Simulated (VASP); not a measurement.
# K2MnSe2 (Ibam) in VASP: single point with LDA+U

Aim: the single point of K2MnSe2 with LDA+U.

All numbers are computed with VASP 6.6.1; they aren't measurements. Logs are shortened: lines on timing, memory, paths and dates and some standing lists are left out, and cuts for length are marked.

### Step 1. The cell of the first run

Symmetry: Ibam, No. 72, orthorhombic system. Conventional cell: a = 7.166 Å, b = 13.193 Å, c = 6.440 Å, α = 90.00°, β = 90.00°, γ = 90.00°. K (site symmetry m) has 6 Se at 3.28 to 3.89 Å and 2 Mn at 3.50 Å and 7 K at 3.96 to 4.51 Å within 4.6 Å. Mn (site symmetry 222) has 4 Se at 2.56 Å and 2 Mn at 3.22 Å and 4 K at 3.50 Å within 3.5 Å. Within 3.5 Å of Se (site symmetry m) lie 2 Mn at 2.56 Å and 5 K at 3.28 to 3.48 Å.

### Step 2. Single point, LDA+U, collinear spin, ferromagnetic start

Input file INCAR:

```
SYSTEM = K2MnSe2
PREC = Accurate
ENCUT = 520
EDIFF = 1E-7
ISMEAR = 0
SIGMA = 0.05
LREAL = .False.
LASPH = .True.
NELM = 150
ALGO = Normal
ISIF = 2
LWAVE = .False.
LCHARG = .True.
ISPIN = 2
MAGMOM = 0 0 0 0 5 5 0 0 0 0
LORBIT = 11
LMAXMIX = 4
LDAU = .True.
LDAUTYPE = 2
LDAUL = -1 2 -1
LDAUU = 0 4 0
LDAUJ = 0 0 0
LDAUPRINT = 1
LVHAR = .True.
NBANDS = 58
KPAR = 4
```

Input file KPOINTS:

```
Automatic mesh
0
Gamma
  4 4 4
  0 0 0
```

Input file POSCAR:

```
K2MnSe2
1.0
   -3.5829998300      6.5964996900      3.2199998500
    3.5829998300     -6.5964996900      3.2199998500
    3.5829998300      6.5964996900     -3.2199998500
K Mn Se
4 2 4
Direct
    0.1463900000      0.3393000000      0.4856900000
    0.8536100000      0.6607000000      0.5143100000
    0.3536100000      0.8393000000      0.1929100000
    0.6463900000      0.1607000000      0.8070900000
    0.2500000000      0.2500000000      0.0000000000
    0.7500000000      0.7500000000      0.0000000000
    0.8940800000      0.1982700000      0.0923500000
    0.1059200000      0.8017300000      0.9076500000
    0.6059200000      0.6982700000      0.3041900000
    0.3940800000      0.3017300000      0.6958100000
```

Potentials or basis: VASP PAW LDA potentials, release 64 (K_sv, Mn_pv, Se).

On the command line:

```
> cat potpaw_LDA.64/K_sv/POTCAR potpaw_LDA.64/Mn_pv/POTCAR potpaw_LDA.64/Se/POTCAR > POTCAR
> mpirun -np 4 vasp_std > vasp.out
```

OUTCAR:

```text
SYSTEM = K2MnSe2
   PREC = Accurate
   ENCUT = 520
   EDIFF = 1E-7
   ISMEAR = 0
   LREAL = .False.
   LASPH = .True.
   NELM = 150
   ISIF = 2
   ISPIN = 2
   LORBIT = 11

 ion  position               nearest neighbor table
   1  0.146  0.339  0.486-  10 3.28
   2  0.854  0.661  0.514-   9 3.28
   3  0.354  0.839  0.193-   8 3.28
   4  0.646  0.161  0.807-   7 3.28
   5  0.250  0.250  0.000-   7 2.56   8 2.56   9 2.56  10 2.56
   6  0.750  0.750  0.000-   7 2.56   8 2.56   9 2.56  10 2.56
   7  0.894  0.198  0.092-   5 2.56   6 2.56   4 3.28
   8  0.106  0.802  0.908-   5 2.56   6 2.56   3 3.28
   9  0.606  0.698  0.304-   5 2.56   6 2.56   2 3.28
  10  0.394  0.302  0.696-   5 2.56   6 2.56   1 3.28

  LATTYP: Found a body centered orthorhombic cell.
 ALAT       =     6.4399997000
 B/A-ratio  =     1.1127329183
 C/A-ratio  =     2.0486024836

  Lattice vectors:

 A1 = (   3.5829998300,   6.5964996900,  -3.2199998500)
 A2 = (  -3.5829998300,   6.5964996900,   3.2199998500)
 A3 = (   3.5829998300,  -6.5964996900,   3.2199998500)

Analysis of symmetry for initial positions (statically):
=====================================================================
 Subroutine PRICEL returns:
 Original cell was already a primitive cell.

 Routine SETGRP: Setting up the symmetry group for a
 body centered orthorhombic supercell.

 Subroutine GETGRP returns: Found  8 space group operations
 (whereof  4 operations were pure point group operations)
 out of a pool of  8 trial point group operations.

The static configuration has the point symmetry C_2h.
 The point group associated with its full space group is D_2h.

Analysis of symmetry for dynamics (positions and initial velocities):
=====================================================================
 Subroutine PRICEL returns:
 Original cell was already a primitive cell.

 Routine SETGRP: Setting up the symmetry group for a
 body centered orthorhombic supercell.

 Subroutine GETGRP returns: Found  8 space group operations
 (whereof  4 operations were pure point group operations)
 out of a pool of  8 trial point group operations.

The dynamic configuration has the point symmetry C_2h.
 The point group associated with its full space group is D_2h.

Analysis of structural, dynamic, and magnetic symmetry:
[... 236 lines left out ...]
  free energy    TOTEN  =       -46.34751288 eV

  energy without entropy =      -46.34751288  energy(sigma->0) =      -46.34751288

 E-fermi :   1.2521     XC(G=0):  -8.4940

 val. band max:        1.0159538059   @ k =   0.0000   0.0000   0.0000
 cond. band min:       2.5466235212   @ k =   0.0000   0.0000   0.0000
 fundamental gap:      1.5306697153
 Fermi energy:         1.2520520467

 spin component 1

 k-point     1 :       0.0000    0.0000    0.0000
  band No.  band energies     occupation
      1     -48.4160      1.00000
      2     -48.4149      1.00000
      3     -48.4137      1.00000
      4     -48.4125      1.00000
      5     -48.4004      1.00000
      6     -48.3762      1.00000
[... 1033 lines left out ...]
     54       4.9359      0.00000
     55       4.9588      0.00000
 Fermi energy:         1.2520520467

 spin component 2

 k-point     1 :       0.0000    0.0000    0.0000
  band No.  band energies     occupation
      1     -44.0628      1.00000
      2     -44.0576      1.00000
      3     -44.0551      1.00000
      4     -44.0544      1.00000
      5     -44.0520      1.00000
      6     -44.0317      1.00000
[... 1033 lines left out ...]
     54       5.6025      0.00000
     55       5.7029      0.00000
 [bands above 55 left out]

------------------------ aborting loop because EDIFF is reached ----------------------------------------

  FORCE on cell =-STRESS in cart. coord.  units (eV):
  Direction    XX          YY          ZZ          XY          YZ          ZX
  --------------------------------------------------------------------------------------
  -------------------------------------------------------------------------------------
  Total       -2.9932893     -3.2202500     -2.2862230      0.0000000      0.0000000      0.0000000
  in kB      -15.7537193    -16.9482159    -12.0324205      0.0000000      0.0000000      0.0000000
  external PRESSURE =     -14.9114519 kB  Pullay stress =       0.0000000 kB

 VOLUME and BASIS-vectors are now :
 -----------------------------------------------------------------------------
  energy-cutoff  :      520.00
  volume of cell :      304.42
      direct lattice vectors                 reciprocal lattice vectors
    -3.582999830  6.596499690  3.219999850     0.000000000  0.075797775  0.155279510
     3.582999830 -6.596499690  3.219999850     0.139547872  0.000000000  0.155279510
     3.582999830  6.596499690 -3.219999850     0.139547872  0.075797775  0.000000000

 POSITION                                       TOTAL-FORCE (eV/Angst)
 -----------------------------------------------------------------------------------
      2.43142      1.93132      0.00000        -0.034637     -0.039398      0.000000
      1.15158      4.66518      3.22000         0.034637      0.039398     -0.000000
      2.43142     -1.93132      3.22000        -0.034637      0.039398      0.000000
      1.15158      8.52782     -0.00000         0.034637     -0.039398     -0.000000
      0.00000      0.00000      1.61000         0.000000     -0.000000     -0.000000
      0.00000      0.00000      4.83000         0.000000     -0.000000     -0.000000
     -2.16220      5.19910      3.22000         0.020926      0.022035      0.000000
      5.74520      1.39740      0.00000        -0.020926     -0.022035     -0.000000
      1.42080      1.39740      3.22000         0.020926     -0.022035     -0.000000
      2.16220      5.19910      0.00000        -0.020926      0.022035      0.000000
 -----------------------------------------------------------------------------------
    total drift:                                0.000000      0.000000     -0.000000

  FREE ENERGIE OF THE ION-ELECTRON SYSTEM (eV)
  ---------------------------------------------------
  free  energy   TOTEN  =       -46.3475128760 eV

  energy  without entropy=      -46.3475128760  energy(sigma->0) =      -46.34751288

 total charge

# of ion       s       p       d       tot
------------------------------------------
    1        1.960   5.558   0.030   7.548
    2        1.960   5.558   0.030   7.548
    3        1.960   5.558   0.030   7.548
    4        1.960   5.558   0.030   7.548
    5        0.278   6.212   4.908  11.398
    6        0.278   6.212   4.908  11.398
    7        1.441   2.427   0.012   3.880
    8        1.441   2.427   0.012   3.880
    9        1.441   2.427   0.012   3.880
   10        1.441   2.427   0.012   3.880
--------------------------------------------------
tot         14.157  44.365   9.986  68.508

 magnetization (x)

# of ion       s       p       d       tot
------------------------------------------
    1        0.001   0.002   0.003   0.006
    2        0.001   0.002   0.003   0.006
    3        0.001   0.002   0.003   0.006
    4        0.001   0.002   0.003   0.006
    5        0.032   0.040   4.379   4.452
    6        0.032   0.040   4.379   4.452
    7        0.004   0.035   0.005   0.044
    8        0.004   0.035   0.005   0.044
    9        0.004   0.035   0.005   0.044
   10        0.004   0.035   0.005   0.044
--------------------------------------------------
tot          0.083   0.229   8.793   9.105
```

stdout:

```text
POSCAR found type information on POSCAR K MnSe
 POSCAR found :  3 types and      10 ions
 scaLAPACK will be used
 LDA part: xc-table for (Slater(with rela. corr.)+CA(PZ))
 , standard interpolation
 POSCAR, INCAR and KPOINTS ok, starting setup
 FFT: planning ... GRIDC
 FFT: planning ... GRID_SOFT
 FFT: planning ... GRID
 WAVECAR not read
 entering main loop
```

Run time: 9.4 min. Hardware: 4 MPI ranks of AMD EPYC 7R43 (Zen 3), shared host; peak memory 0.8 GiB.

Results:

* Free energy: -46.3475 eV
* Pressure: -1.5 GPa
* Largest force: 0.052 eV/Å
* Band gap on the k mesh: 1.53 eV
* Net moment: 10.00 μB per cell
* Site moments: K +0.01; Mn +4.45; Se +0.04 μB
* Valence electrons inside the program's atomic spheres: K 7.55; Mn 11.40; Se 3.88

Forces in eV/Å, atoms in the order of the input:
```
K   -0.035 -0.039  0.000
K    0.035  0.039  0.000
K   -0.035  0.039  0.000
K    0.035 -0.039  0.000
Mn   0.000  0.000  0.000
Mn   0.000  0.000  0.000
Se   0.021  0.022  0.000
Se  -0.021 -0.022  0.000
Se   0.021 -0.022  0.000
Se  -0.021  0.022  0.000
```

Stress tensor (GPa, compression positive):
```
-1.58  0.00  0.00
 0.00 -1.69  0.00
 0.00  0.00 -1.20
```

Eigenvalues of the final occupation matrices:
```
    site  spin  trace               eigenvalues
site 5 d     1   4.66  0.93 0.93 0.93 0.93 0.93
site 5 d     2   0.27  0.03 0.03 0.05 0.08 0.08
site 6 d     1   4.66  0.93 0.93 0.93 0.93 0.93
site 6 d     2   0.27  0.03 0.03 0.05 0.08 0.08
```

Caveat: the run started ferromagnetic, and an antiferromagnetic order may lie lower in energy.
